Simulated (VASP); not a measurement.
ZrO:

```
CELL_PARAMETERS angstrom
3.66444 0.00000 0.00000
0.00000 3.66444 0.00000
0.00000 0.00000 5.18230
ATOMIC_POSITIONS crystal
Zr 0.50000 0.50000 0.25000
Zr 0.50000 0.50000 0.75000
O 0.00000 0.50000 0.00000
O 0.50000 0.00000 0.50000
```

This cell differs from its parent crystal: atoms taken out.

* Program: VASP 6.6.1
* Task: relaxation of cell and atoms
* Functional: PBE
* Potentials or basis: VASP PAW PBE potentials, release 64 (Zr_sv, O)
* Cutoff: 600 eV
* k mesh: 12 × 12 × 10
* Occupations: gaussian, width 0.1 eV
* Spin: no spin polarisation

At the start: pressure -2.5 GPa; volume 17.40 Å³/atom.

Q: Where does the relaxation end?

A: Over 9 steps the energy falls by 253.0 meV/atom and the volume is 15.21 Å³/atom (-12.6 %); space group P4_2/mmc (No. 131, to 0.1 Å) before and after.

Step by step:
```
step  energy change (eV)  largest force (eV/Å)  pressure (GPa)  volume (Å³)
   1              0.0000                0.0000           -2.54        69.59
   2             -0.7112                0.0000           -3.12        66.50
   3             -0.9879                0.0000           -2.08        62.92
   4             -1.0016                0.0000           -1.71        62.21
   5             -1.0098                0.0000           -0.80        60.94
   6             -1.0098                0.0000           -1.24        61.44
   7             -1.0104                0.0000           -1.08        61.25
   8             -1.0061                0.0000            2.24        60.04
   9             -1.0118                0.0000            0.01        60.84
```

Final structure:
```
Zr O
1.0
     3.17263    0.00000    0.00000
     0.00000    3.17263    0.00000
     0.00000    0.00000    6.04477
Zr O
2 2
Direct
  0.50000 0.50000 0.25000
  0.50000 0.50000 0.75000
  0.00000 0.50000 0.00000
  0.50000 0.00000 0.50000
```

Caveat: the cell differs from its parent crystal (atoms taken out); a cell axis changed by over 15 % at a fixed basis, so the end point is rough.
